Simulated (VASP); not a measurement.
## Li2Se: single point with r2SCAN

Crystal: Li2Se.

```
CELL_PARAMETERS angstrom
2.94128 2.94128 0.00000
-2.94128 2.94128 0.00000
0.00000 2.94128 2.94128
ATOMIC_POSITIONS crystal
Li 0.25000 0.75000 0.50000
Li 0.75000 0.25000 0.50000
Se 0.00000 0.00000 0.00000
```

```
Program             : VASP 6.6.1
Task                : single point
Functional          : r2SCAN
Potentials or basis : VASP PAW PBE potentials, release 64 (Li_sv, Se)
Cutoff              : 830 eV
k mesh              : 8 × 8 × 8
Occupations         : gaussian, width 0.01 eV
Spin                : no spin polarisation
```

```yaml
Pressure: 1.9 GPa
Band_gap_on_the_k_mesh: 3.41 eV (least direct gap 4.43 eV)
```

Levels at points of the mesh, in eV from the valence-band top:
| k point | band 2 | band 3 | band 4 | band 5 | band 6 | band 7 | band 8 | band 9 | band 10 | band 11 |
| --- | --- | --- | --- | --- | --- | --- | --- | --- | --- | --- |
| (0.00, 0.00, 0.00) | -46.04 | -11.94 | 0.00 | 0.00 | 0.00 | 4.43 | 6.34 | 6.34 | 6.34 | 11.37 |
| (0.50, 0.00, 0.00) | -46.05 | -11.52 | -3.11 | -0.57 | -0.57 | 6.22 | 6.62 | 6.62 | 8.89 | 13.00 |
| (0.50, 0.50, 0.00) | -46.05 | -11.39 | -2.40 | -1.57 | -1.57 | 3.41 | 7.14 | 11.75 | 11.75 | 13.03 |

Run time: 67 s on 1 thread of Intel(R) Xeon(R) 6975P-C (Granite Rapids) (shared host), peak memory 0.27 GiB.

Caveat: the PAW data sets were made with another functional, which shifts forces and pressure a little. A k mesh can miss the band edges.
